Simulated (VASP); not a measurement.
Write the native input for VASP 6.6.1 that does the following.

```yaml
Task: single point
Functional: PBE
Potentials_or_basis: VASP PAW PBE potentials, release 64 (Sc_sv, Sb, Se)
Cutoff: 520 eV
k_mesh: 3 × 3 × 4
Occupations: gaussian, width 0.2 eV
Spin: no spin polarisation
Dipole_correction: no
Further_INCAR_settings: ALGO = Normal; EDIFF = 1e-07; NBANDS = 46
```

The structure of Sc5SbSe2 lies in POSCAR:

```
Sc5SbSe2
1.0
    8.6045872996     -0.0000000037      0.0000000000
   -4.3022936466      7.4517911924      0.0000000000
    0.0000000000      0.0000000000      5.0445308695
Sc Sb Se
5 1 2
Direct
    0.5000000000      0.0000000000      0.5000000000
    0.0000000000      0.5000000000      0.5000000000
    0.5000000000      0.5000000000      0.5000000000
    0.3333333333      0.6666666667      0.0000000000
    0.6666666667      0.3333333333      0.0000000000
    0.0000000000      0.0000000000      0.0000000000
    0.3333333333      0.6666666667      0.5000000000
    0.6666666667      0.3333333333      0.5000000000
```

These files were run (other wordings do the same):

INCAR

```
SYSTEM = Sc5SbSe2
  ALGO = Normal
  EDIFF = 1E-7
  ENCUT = 520
  GGA = PE
  ISIF = 2
  ISMEAR = 0
  LASPH = .True.
  LCHARG = .False.
  LREAL = .False.
  LWAVE = .False.
  NBANDS = 46
  NELM = 60
  PREC = Accurate
  SIGMA = 0.2
```

KPOINTS

```
k-points
0
Gamma
  3 3 4
  0 0 0
```

Potentials or basis: VASP PAW PBE potentials, release 64 (Sc_sv, Sb, Se).

The run is started by

```bash
$ cat potpaw_PBE.64/Sc_sv/POTCAR potpaw_PBE.64/Sb/POTCAR potpaw_PBE.64/Se/POTCAR > POTCAR
$ mpirun -np 1 vasp_std > vasp.out
```

It gave:

```
Pressure               : 0.1 GPa
Band gap on the k mesh : zero (band 36 reaches 1.82 eV, above the bottom of band 37 at 1.42 eV)
```

Caveat: spin-orbit coupling is left out, which moves the levels of the heavy elements.

It took 2.7 min on 1 thread of Intel(R) Xeon(R) 6975P-C (Granite Rapids) (shared host), peak memory 0.47 GiB.
